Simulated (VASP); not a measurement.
Here is a VASP 6.6.1 calculation.

Contents of INCAR:

```
PREC = Accurate ; ENCUT = 520
EDIFF = 1E-6 ; ISMEAR = 0
SIGMA = 0.01 ; LREAL = F
LASPH = T ; NELM = 100
ALGO = Normal ; ISIF = 2
LWAVE = F ; LCHARG = F
GGA = PS ; NBANDS = 26
```

Contents of KPOINTS:

```
Automatic mesh
0
Gamma
  3 3 1
```

POSCAR

```
Mg2ZnO3
1.0
    3.0329990000      0.0000000000      0.0000000000
   -1.5164990000      2.6266540000      0.0000000000
    0.0000000000      0.0000000000      7.4033160000
Mg Zn O
2 1 3
Direct
    0.3333333333      0.6666666667      0.6658000000
    0.6666666667      0.3333333333      0.3342000000
    0.0000000000      0.0000000000      0.0000000000
    0.3333333333      0.6666666667      0.1726190000
    0.6666666667      0.3333333333      0.8273810000
    0.0000000000      0.0000000000      0.5000000000
```

Potentials or basis: VASP PAW PBE potentials, release 64 (Mg, Zn, O).

Run with:

```sh
$ cat potpaw_PBE.64/Mg/POTCAR potpaw_PBE.64/Zn/POTCAR potpaw_PBE.64/O/POTCAR > POTCAR
$ mpirun -np 1 vasp_std > vasp.out
```

(1) Predict the pressure.

(2) Predict the largest force.

(3) Predict the band gap on the k mesh.

Results:

(1) -5.9 GPa.

(2) 0.041 eV/Å.

(3) 2.84 eV, direct.

Caveat: the k points lie up to 0.85 Å⁻¹ apart; the PAW data sets were made with another functional, which shifts forces and pressure a little.
